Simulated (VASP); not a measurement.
Here is a VASP 6.6.1 calculation.

File INCAR:

```
SYSTEM = La2Hf2O
  PREC = Accurate
  ENCUT = 600
  EDIFF = 1E-6
  ISMEAR = 0
  SIGMA = 0.1
  LREAL = .FALSE.
  LASPH = .TRUE.
  NELM = 80
  ALGO = Normal
  ISIF = 3
  LWAVE = .FALSE.
  LCHARG = .FALSE.
  GGA = PE
  IBRION = 2
  NSW = 100
  EDIFFG = -0.01
```

File KPOINTS:

```
regular mesh
0
G
  12 12 4
  0 0 0
```

The input POSCAR:

```
La2Hf2O
1.0
    3.4938745897      0.0000000000      0.0000000000
   -1.7469372948      3.0257841523      0.0000000000
    0.0000000000      0.0000000000     11.3725855355
La Hf O
2 2 1
Direct
    0.3333333333      0.6666666667      0.1338950475
    0.6666666667      0.3333333333      0.8661049525
    0.3333333333      0.6666666667      0.6001592124
    0.6666666667      0.3333333333      0.3998407876
    0.0000000000      0.0000000000      0.0000000000
```

Potentials or basis: VASP PAW PBE potentials, release 64 (La, Hf_pv, O).

Launch:

```bash
$ cat potpaw_PBE.64/La/POTCAR potpaw_PBE.64/Hf_pv/POTCAR potpaw_PBE.64/O/POTCAR > POTCAR
$ mpirun -np 1 vasp_std > vasp.out
```

What does it give for the space group after relaxing (to 0.1 Å)?

P-3m1 (No. 164).

What does it give for the relaxed cell?

a = 3.489 Å, b = 3.489 Å, c = 11.361 Å, α = 90.00°, β = 90.00°, γ = 120.00°.

The path:
```
step  energy change (eV)  largest force (eV/Å)  pressure (GPa)  volume (Å³)
   1              0.0000                0.1052           -0.07       120.23
   2             -0.0010                0.0806            0.01       120.03
   3             -0.0021                0.0296            0.16       119.58
   4             -0.0020                0.0167           -0.23       120.09
   5             -0.0022                0.0103           -0.03       119.82
   6             -0.0023                0.0021           -0.03       119.79
```
